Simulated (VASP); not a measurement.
Input of a VASP 6.6.1 run:

The input INCAR:

```
PREC = Accurate
ENCUT = 520
EDIFF = 1E-6
ISMEAR = -1
SIGMA = 0.2
LREAL = False
LASPH = True
NELM = 60
ALGO = Normal
ISIF = 2
LWAVE = False
LCHARG = False
GGA = PE
NBANDS = 15
ISYM = 0
```

KPOINTS

```
Automatic mesh
0
Gamma
  7 7 7
  0.5 0.5 0.5
```

Contents of POSCAR:

```
TaN
1.0
    0.0000000000      2.1790000000      2.1790000000
    2.1790000000      0.0000000000      2.1790000000
    2.1790000000      2.1790000000      0.0000000000
Ta N
1 1
Direct
    0.5000000000      0.5000000000      0.5000000000
   -0.0229463056      0.0229463056     -0.0229463056
```

Potentials or basis: VASP PAW PBE potentials, release 64 (Ta_pv, N).

Command:

```bash
$ cat potpaw_PBE.64/Ta_pv/POTCAR potpaw_PBE.64/N/POTCAR > POTCAR
$ mpirun -np 1 vasp_std > vasp.out
```

Task: Predict the largest force.

Result: 0.969 eV/Å.

Task: What does it give for the band gap on the k mesh?

Result: Zero (band 8 reaches 11.79 eV, above the bottom of band 9 at 8.07 eV).

Stress tensor (GPa, compression positive):
```
16.41  0.00  0.00
 0.00 21.43  0.00
 0.00  0.00 16.41
```

Caveat: spin-orbit coupling is left out, which moves the levels of the heavy elements.
